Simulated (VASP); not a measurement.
AlNi2, 6 atoms in the cell. It takes space group P-3m1 (No. 164, trigonal). The conventional cell has a = 3.974 Å, b = 3.974 Å, c = 4.904 Å, α = 90.00°, β = 90.00°, γ = 120.00°. Al (site symmetry 3m) has 11 Ni at 2.37 to 2.75 Å and 3 Al at 2.96 Å within 3.1 Å. Within 3.1 Å of Ni (site symmetry 3m) lie 5 Al at 2.37 to 2.48 Å and 9 Ni at 2.47 to 2.93 Å. Ni (site symmetry -3m) has 8 Ni at 2.45 to 2.47 Å and 6 Al at 2.75 Å within 3.2 Å. Ni (site symmetry -3m) has 8 Ni at 2.45 to 2.77 Å and 6 Al at 2.48 Å within 3.2 Å. 

```yaml
Program: VASP 6.6.1
Task: single point
Functional: PBEsol
Potentials_or_basis: VASP PAW PBE potentials, release 64 (Al, Ni)
Cutoff: 520 eV
k_mesh: 12 × 12 × 10
Occupations: gaussian, width 0.1 eV
Spin: no spin polarisation
Dipole_correction: no
Further_INCAR_settings: ALGO = Fast; EDIFF = 1e-06; NBANDS = 32
```

Potentials or basis: VASP PAW PBE potentials, release 64 (Al, Ni).

Run with:

```bash
$ cat potpaw_PBE.64/Al/POTCAR potpaw_PBE.64/Ni/POTCAR > POTCAR
$ mpirun -np 1 vasp_std > vasp.out
```

Hardware: 1 thread of Intel Xeon 8259CL, on a shared host.

Task: Estimate the wall time of this run.

Result: Wall time 12 min on 1 thread of Intel Xeon 8259CL, on a shared host, peak memory 0.38 GiB. Counts: scf iterations 18, k points 162.
